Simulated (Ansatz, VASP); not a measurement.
## TiO2 in VASP and in Ansatz

```
CELL_PARAMETERS angstrom
-1.89368 1.89368 4.78570
1.89368 -1.89368 4.78570
1.89368 1.89368 -4.78570
ATOMIC_POSITIONS crystal
Ti 0.00000 0.00000 0.00000
Ti 0.75000 0.25000 0.50000
O 0.20810 0.20810 0.00000
O 0.95810 0.45810 0.50000
O 0.54190 0.04190 0.50000
O 0.79190 0.79190 0.00000
```

Alike in both runs: functional PBE; dispersion D3(BJ); k mesh 10 × 10 × 10; occupations gaussian, width 0.02 eV; no spin polarisation.

Ansatz relaxed the structure, and its values are those at the end. VASP's run is a single point on that final structure, the one shown.

```csv
,VASP,Ansatz
version,VASP 6.6.1,Ansatz 0.2.0
potentials or method,"VASP PAW PBE potentials, release 64 (Ti_sv, O), cutoff 520 eV","scalar-relativistic, plane waves, PAW"
valence electrons in the cell,48,48
```

|  | VASP | Ansatz | Ansatz less VASP |
| --- | --- | --- | --- |
| gap on the k mesh at the Fermi level (eV) | 2.10 | 2.12 | +0.024 |
| least direct gap on the mesh (eV) | 2.43 | 2.45 | +0.021 |
| pressure (GPa) | 0.7 | 0.0 | -0.71 |
| rms of the force components (eV/Å) | 0.010 | 0.000 | -0.0096 |
